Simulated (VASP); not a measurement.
Set up this calculation in VASP 6.6.1, as the native input.

```yaml
Task: single point
Functional: PBEsol
Potentials_or_basis: VASP PAW PBE potentials, release 64 (Ge_d)
Cutoff: 500 eV
k_mesh: 6 × 6 × 2
Occupations: methfessel-paxton, width 0.1 eV
Spin: no spin polarisation
Dipole_correction: no
Further_INCAR_settings: ALGO = Normal; EDIFF = 1e-06; NBANDS = 66
```

The structure of Ge lies in POSCAR:

```
Ge
1.0
    4.0031200000      0.0000000000      0.0000000000
   -2.0015600000      3.4668000000      0.0000000000
    0.0000000000      0.0000000000     13.1567100000
Ge
8
Direct
    0.0000000000      0.0000000000      0.4068500000
    0.0000000000      0.0000000000      0.5931500000
    0.0000000000      0.0000000000      0.9068500000
    0.0000000000      0.0000000000      0.0931500000
    0.3333333333      0.6666666667      0.3440600000
    0.6666666667      0.3333333333      0.6559400000
    0.6666666667      0.3333333333      0.8440600000
    0.3333333333      0.6666666667      0.1559400000
```

One way to write it, as run:

INCAR

```
PREC     = Accurate       # precision mode
ENCUT    = 500            # plane-wave cutoff, eV
EDIFF    = 1E-6           # SCF threshold, eV
ISMEAR   = 1              # smearing method
SIGMA    = 0.1            # smearing width, eV
LREAL    = False          # projectors in reciprocal space
LASPH    = True           # aspherical terms in the spheres
NELM     = 120            # most SCF steps
ALGO     = Normal         # electronic algorithm
ISIF     = 2              # what is computed and relaxed
LWAVE    = False          # write WAVECAR
LCHARG   = False          # write CHGCAR
GGA      = PS             # functional
NBANDS   = 66             # bands
GGA_COMPAT= False
```

KPOINTS

```
regular mesh
0
Gamma
  6 6 2
```

Potentials or basis: VASP PAW PBE potentials, release 64 (Ge_d).

Launch:

```console
$ cat potpaw_PBE.64/Ge_d/POTCAR > POTCAR
$ mpirun -np 1 vasp_std > vasp.out
```

Results of the run:

- Pressure: 0.0 GPa
- Largest force: 0.011 eV/Å
- Band gap on the k mesh: 0.05 eV, direct

Caveat: the PAW data sets were made with another functional, which shifts forces and pressure a little.

Run time: 4.1 min on 1 thread of Intel(R) Xeon(R) Platinum 8488C (Sapphire Rapids), on a shared host, peak memory 0.32 GiB.
